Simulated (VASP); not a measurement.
# Na4TmSb (P4/mmm) in VASP: further runs

The runs below take Na4TmSb through single point, with PBE.

Everything below comes from runs of VASP 6.6.1. Logs are shortened: lines on timing, memory, paths and dates and some standing lists are left out, and cuts for length are marked.

## 1. The cell of the first run

The structure is tetragonal, space group P4/mmm (No. 123). The conventional cell has a = 5.060 Å, b = 5.060 Å, c = 9.296 Å, α = 90.00°, β = 90.00°, γ = 90.00°. Na (site symmetry 2mm) has 2 Sb at 3.07 Å and 5 Na at 3.48 to 3.58 Å and 2 Tm at 3.86 Å within 4.0 Å. Tm (site symmetry 4/mmm) has 8 Na at 3.86 Å and 4 Tm at 5.06 Å within 5.1 Å. Sb (site symmetry 4/mmm) has 8 Na at 3.07 Å within 4.0 Å.

The cell was generated, and may not be a known phase.

## 2. Single point, PBE

INCAR reads:

```
PREC = Accurate
ENCUT = 500
EDIFF = 1E-6
ISMEAR = 0
SIGMA = 0.1
LREAL = False
LASPH = True
NELM = 200
ALGO = Normal
ISIF = 2
LWAVE = False
LCHARG = False
GGA = PE
NBANDS = 30
GGA_COMPAT = False
LMAXMIX = 6
```

KPOINTS reads:

```
regular mesh
0
Gamma
  8 8 4
```

POSCAR reads:

```
Na4TmSb
1.0
    5.0600939692      0.0000000000      0.0000000000
    0.0000000000      5.0600939692      0.0000000000
    0.0000000000      0.0000000000      9.2959752077
Na Tm Sb
4 1 1
Direct
    0.5000000000      0.0000000000      0.1870085206
    0.5000000000      0.0000000000      0.8129914794
    0.0000000000      0.5000000000      0.8129914794
    0.0000000000      0.5000000000      0.1870085206
    0.0000000000      0.0000000000      0.5000000000
    0.5000000000      0.5000000000      0.0000000000
```

Potentials or basis: VASP PAW PBE potentials, release 64 (Na_pv, Tm_3, Sb), 4f in core.

Run with:

```sh
> cat potpaw_PBE.64/Na_pv/POTCAR potpaw_PBE.64/Tm_3/POTCAR potpaw_PBE.64/Sb/POTCAR > POTCAR
> mpirun -np 1 vasp_std > vasp.out
```

OUTCAR:

```text
PREC = Accurate
   ENCUT = 500
   EDIFF = 1E-6
   ISMEAR = 0
   LREAL = False
   LASPH = True
   NELM = 200
   ISIF = 2
   GGA = PE

 ion  position               nearest neighbor table
   1  0.500  0.000  0.187-   6 3.07   6 3.07
   2  0.500  0.000  0.813-   6 3.07   6 3.07
   3  0.000  0.500  0.813-   6 3.07   6 3.07
   4  0.000  0.500  0.187-   6 3.07   6 3.07
   5  0.000  0.000  0.500-
   6  0.500  0.500  0.000-   1 3.07   2 3.07   3 3.07   4 3.07   1 3.07   2 3.07   3 3.07   4 3.07

  LATTYP: Found a simple tetragonal cell.
 ALAT       =     5.0600939692
 C/A-ratio  =     1.8371151335

  Lattice vectors:

 A1 = (   5.0600939692,   0.0000000000,   0.0000000000)
 A2 = (   0.0000000000,   5.0600939692,   0.0000000000)
 A3 = (   0.0000000000,   0.0000000000,   9.2959752077)

Analysis of symmetry for initial positions (statically):
=====================================================================
 Subroutine PRICEL returns:
 Original cell was already a primitive cell.

 Routine SETGRP: Setting up the symmetry group for a
 simple tetragonal supercell.

 Subroutine GETGRP returns: Found 16 space group operations
 (whereof 16 operations were pure point group operations)
 out of a pool of 16 trial point group operations.

The static configuration has the point symmetry D_4h.

Analysis of symmetry for dynamics (positions and initial velocities):
=====================================================================
 Subroutine PRICEL returns:
 Original cell was already a primitive cell.

 Routine SETGRP: Setting up the symmetry group for a
 simple tetragonal supercell.

 Subroutine GETGRP returns: Found 16 space group operations
 (whereof 16 operations were pure point group operations)
 out of a pool of 16 trial point group operations.

The dynamic configuration has the point symmetry D_4h.

 Subroutine INISYM returns: Found 16 space group operations
 (whereof 16 operations are pure point group operations),
 and found     1 'primitive' translations

----------------------------------------------------------------------------------------

                                     Primitive cell

  volume of cell :     238.0193

  direct lattice vectors                    reciprocal lattice vectors
     5.060093969  0.000000000  0.000000000     0.197624788  0.000000000  0.000000000
[... 88 lines left out ...]
   ISPIN  =      1    spin polarized calculation?
   LNONCOLLINEAR =      F non collinear calculations
   LSORBIT =      F    spin-orbit coupling
   LASPH  =      T    aspherical Exc in radial PAW
   ENCUT  =  500.0 eV  36.75 Ry    6.06 a.u.   9.23  9.23 16.95*2*pi/ulx,y,z
   NELM   =    200;   NELMIN=  2; NELMDL= -5     # of ELM steps
   EDIFF  = 0.1E-05   stopping-criterion for ELM
   LREAL  =      F    real-space projection
[... 7 lines left out ...]
   TEBEG  =    0.0;   TEEND  =   0.0 temperature during run
   PSTRESS=    0.0 pullay stress
   NELECT =      42.0000    total number of electrons
   NUPDOWN=      -1.0000    fix difference up-down
   EMIN   =  10.00;   EMAX   =-10.00  energy-range for DOS
   EFERMI =   0.00;   METHOD = LEGACY
   ISMEAR =     0;   SIGMA  =   0.10  broadening in eV -4-tet -1-fermi 0-gaus
   EFERMI_NEDOS =   21; number of points for ismear=-14 and -15
   IALGO  =     38    algorithm
   IMIX   =      4    mixing-type and parameters
     AMIX     =   0.40;   BMIX     =  1.00
     AMIX_MAG =   1.60;   BMIX_MAG =  1.00
  volume/ion in A,a.u.               =      39.67       267.71
  Fermi-wavevector in a.u.,A,eV,Ry     =   0.918235  1.735213 11.471830  0.843156
  Thomas-Fermi vector in A             =   2.043294
   LORBIT       =      0    0 simple, 1 ext, 2 COOP (PROOUT), +10 PAW based schemes
   GGA     = PE    functional components
   LHFCALC =     F    Hartree Fock is set to
   AEXX    =    0.0000 exact exchange contribution
   IVDW    =     0    specifies the selected vdW correction
   LEPSILON=     F    determine dielectric tensor
   LRPA    =     F    only Hartree local field effects (RPA)
 non-spin polarized calculation
 Gauss-broadening in eV      SIGMA  =   0.10
  energy-cutoff  :      500.00
  volume of cell :      238.02
 maximum number of plane-waves:      6080
 NGX is ok and might be reduce to    40
   NGX = 19   NGY = 19   NGZ = 33

 number of electron      41.9999964 magnetization

 Free energy of the ion-electron system (eV)
  ---------------------------------------------------
  ext. energy  EPLUGINS =         0.00000000
  ---------------------------------------------------
  free energy    TOTEN  =       -12.19037785 eV

  energy without entropy =      -12.14789798  energy(sigma->0) =      -12.16913792

 E-fermi :   0.9450     XC(G=0):  -6.9938

 val. band max:        0.9437842403   @ k =   0.2500   0.1250   0.5000
 cond. band min:       0.9535322699   @ k =   0.1250   0.1250   0.5000
 fundamental gap:      0.0097480297
 Fermi energy:         0.9449651677

 k-point     1 :       0.0000    0.0000    0.0000
  band No.  band energies     occupation
      1     -26.8725      2.00000
      2     -26.8669      2.00000
      3     -26.8669      2.00000
      4     -23.4438      2.00000
      5     -23.4438      2.00000
      6     -23.4416      2.00000
[... 781 lines left out ...]
     29       4.2748      0.00000
     30       4.3759      0.00000

 [... further k-points ...]

------------------------ aborting loop because EDIFF is reached ----------------------------------------

  FORCE on cell =-STRESS in cart. coord.  units (eV):
  Direction    XX          YY          ZZ          XY          YZ          ZX
  --------------------------------------------------------------------------------------
  -------------------------------------------------------------------------------------
  Total        0.0537158      0.0537158      0.0739899      0.0000000      0.0000000      0.0000000
  in kB        0.3615766      0.3615766      0.4980475      0.0000000      0.0000000      0.0000000
  external PRESSURE =       0.4070669 kB  Pullay stress =       0.0000000 kB

 VOLUME and BASIS-vectors are now :
 -----------------------------------------------------------------------------
  energy-cutoff  :      500.00
  volume of cell :      238.02
      direct lattice vectors                 reciprocal lattice vectors
     5.060093969  0.000000000  0.000000000     0.197624788  0.000000000  0.000000000
     0.000000000  5.060093969  0.000000000     0.000000000  0.197624788  0.000000000
     0.000000000  0.000000000  9.295975208     0.000000000  0.000000000  0.107573437

 POSITION                                       TOTAL-FORCE (eV/Angst)
 -----------------------------------------------------------------------------------
      2.53005      0.00000      1.73843        -0.000000      0.000000      0.004195
      2.53005      0.00000      7.55755         0.000000      0.000000     -0.004195
      0.00000      2.53005      7.55755        -0.000000     -0.000000     -0.004195
      0.00000      2.53005      1.73843        -0.000000     -0.000000      0.004195
      0.00000      0.00000      4.64799        -0.000000      0.000000      0.000000
      2.53005      2.53005      0.00000        -0.000000      0.000000      0.000000
 -----------------------------------------------------------------------------------
    total drift:                               -0.000000      0.000000      0.000000

  FREE ENERGIE OF THE ION-ELECTRON SYSTEM (eV)
  ---------------------------------------------------
  free  energy   TOTEN  =       -12.1903778503 eV

  energy  without entropy=      -12.1478979841  energy(sigma->0) =      -12.16913792
```

OSZICAR:

```text
N       E                     dE             d eps       ncg     rms          rms(c)
DAV:   1     0.327283119268E+03    0.32728E+03   -0.19958E+04  2972   0.125E+03
DAV:   2     0.136709357668E+02   -0.31361E+03   -0.30854E+03  2778   0.383E+02
DAV:   3    -0.128822159607E+02   -0.26553E+02   -0.25564E+02  3412   0.115E+02
DAV:   4    -0.142708324195E+02   -0.13886E+01   -0.13714E+01  3470   0.272E+01
DAV:   5    -0.143320765150E+02   -0.61244E-01   -0.61158E-01  3930   0.600E+00    0.789E+00
DAV:   6    -0.122830299766E+02    0.20490E+01   -0.54641E+00  3768   0.463E+00    0.435E+00
DAV:   7    -0.122201766551E+02    0.62853E-01   -0.18758E+00  3700   0.268E+00    0.213E+00
DAV:   8    -0.122805497137E+02   -0.60373E-01   -0.12780E+00  3702   0.224E+00    0.232E+00
DAV:   9    -0.121886449183E+02    0.91905E-01   -0.52037E-01  3434   0.143E+00    0.375E-01
DAV:  10    -0.121900386240E+02   -0.13937E-02   -0.22072E-02  3158   0.476E-01    0.164E-01
DAV:  11    -0.121903834157E+02   -0.34479E-03   -0.16098E-03  3506   0.149E-01    0.565E-02
DAV:  12    -0.121903672263E+02    0.16189E-04   -0.32617E-04  3796   0.465E-02    0.497E-02
DAV:  13    -0.121903781358E+02   -0.10910E-04   -0.97563E-05  3036   0.263E-02    0.989E-03
DAV:  14    -0.121903770529E+02    0.10829E-05   -0.93509E-06  2892   0.825E-03    0.542E-03
DAV:  15    -0.121903778503E+02   -0.79744E-06   -0.13289E-06  2280   0.420E-03
   1 F= -.12190378E+02 E0= -.12169138E+02  d E =-.424799E-01
```

Wall time 2.6 min (1 thread of Intel Xeon 6975P-C (Granite Rapids), shared host); peak memory 0.49 GiB.

Results:

```
Free energy            : -12.1904 eV
Pressure               : 0.0 GPa
Largest force          : 0.004 eV/Å
Band gap on the k mesh : zero (bands 21 and 22 overlap by 0.32 eV)
```

Forces in eV/Å, atoms in the order of the input:
```
Na   0.000  0.000  0.004
Na   0.000  0.000 -0.004
Na   0.000  0.000 -0.004
Na   0.000  0.000  0.004
Tm   0.000  0.000  0.000
Sb   0.000  0.000  0.000
```

Levels at points of the mesh, in eV from the Fermi level:
| k point | band 19 | band 20 | band 21 | band 22 | band 23 | band 24 |
| --- | --- | --- | --- | --- | --- | --- |
| (0.00, 0.00, 0.00) | -0.59 | -0.59 | -0.06 | -0.02 | 0.71 | 0.72 |
| (0.50, 0.00, 0.00) | -1.65 | -0.58 | -0.36 | -0.12 | 0.30 | 0.33 |
| (0.50, 0.50, 0.00) | -1.42 | -1.13 | -0.07 | -0.07 | -0.07 | 0.54 |
| (0.00, 0.00, 0.50) | -0.90 | -0.60 | -0.60 | -0.01 | 0.30 | 0.80 |
| (0.50, 0.00, 0.50) | -1.77 | -0.35 | -0.30 | 0.20 | 0.21 | 0.76 |
| (0.50, 0.50, 0.50) | -1.34 | -1.25 | 0.20 | 0.20 | 0.21 | 0.21 |

Caveat: spin-orbit coupling is left out, which moves the levels of the heavy elements; the 4f electrons are frozen in the core, so they carry no moment and show no levels. Spin polarisation is off, so any magnetic state and its effect on volume and gap are missing.

(Part 1 of 2 ends here.)
